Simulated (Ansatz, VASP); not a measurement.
**Ta2C in VASP and in Ansatz**

INCAR

```
SYSTEM = Ta2C
ALGO = Normal
EDIFF = 1E-6
ENCUT = 520
GGA = PS
ISIF = 2
ISMEAR = 0
LASPH = .True.
LCHARG = .True.
LELF = .True.
LREAL = .False.
LVHAR = .True.
LWAVE = .False.
NBANDS = 20
NELM = 100
PREC = Accurate
SIGMA = 0.1
```

KPOINTS

```
k-points
0
Gamma
  15 15 8
  0 0 0
```

The input POSCAR:

```
Ta2C
1.0
    3.0807118804      0.0000000000      0.0000000000
   -1.5403559402      2.6679747502      0.0000000000
    0.0000000000      0.0000000000      4.4611086960
Ta C
2 1
Direct
    0.3333333333      0.6666666667      0.2445819016
    0.6666666667      0.3333333333      0.7554180984
    0.0000000000      0.0000000000      0.0000000000
```

Input for Ansatz:

```yaml
crystal:
  lattice:
    - [3.0807118804, 0.0, 0.0]
    - [-1.5403559402, 2.6679747502, 0.0]
    - [0.0, 0.0, 4.461108696]
  atoms:
    - { symbol: Ta, position: [0.3333333333, 0.6666666667, 0.2445819016] }
    - { symbol: Ta, position: [0.6666666667, 0.3333333333, 0.7554180984] }
    - { symbol: C, position: [0.0, 0.0, 0.0] }
basis:
  ecutwfc: 420
kpoints:
  mp_grid: { grid: [15, 15, 8] }
hamiltonian:
  xc: pbesol
scf:
  occupations: { method: gaussian, width: 0.1 }
output:
  forces: true
  stress: true
  eigenvalues: true
  populations: true
```

Alike in both runs: task single point; functional PBEsol; k mesh 15 × 15 × 8; occupations gaussian, width 0.1 eV; no spin polarisation.

|  | VASP | Ansatz |
| --- | --- | --- |
| version | VASP 6.6.1 | Ansatz 0.2.0 |
| potentials or method | VASP PAW PBE potentials, release 64 (Ta_pv, C), cutoff 520 eV | scalar-relativistic, plane waves, PAW |
| valence electrons in the cell | 26 | 30 |

|  | VASP | Ansatz | Ansatz less VASP |
| --- | --- | --- | --- |
| gap on the k mesh at the Fermi level (eV) | none | none | - |
| pressure (GPa) | 45.2 | 44.2 | -1.03 |
| traceless stress, the component that is largest in VASP (GPa) | 24.24 | 24.37 | +0.131 |
| rms of the force components (eV/Å) | 1.383 | 1.347 | -0.0354 |

VASP's potentials were made for PBE, not for PBEsol. Atom by atom the forces differ by 0.035 eV/Å (rms over components). A gap of «none» marks a metal or a gap that the smearing closes. Both programs put the cell under a high pressure, so it lies far from rest at this level. VASP's potentials hold 26 valence electrons a cell and Ansatz's 30, so a difference there can come from the potentials and not from the codes.

Spin-orbit coupling is off throughout.
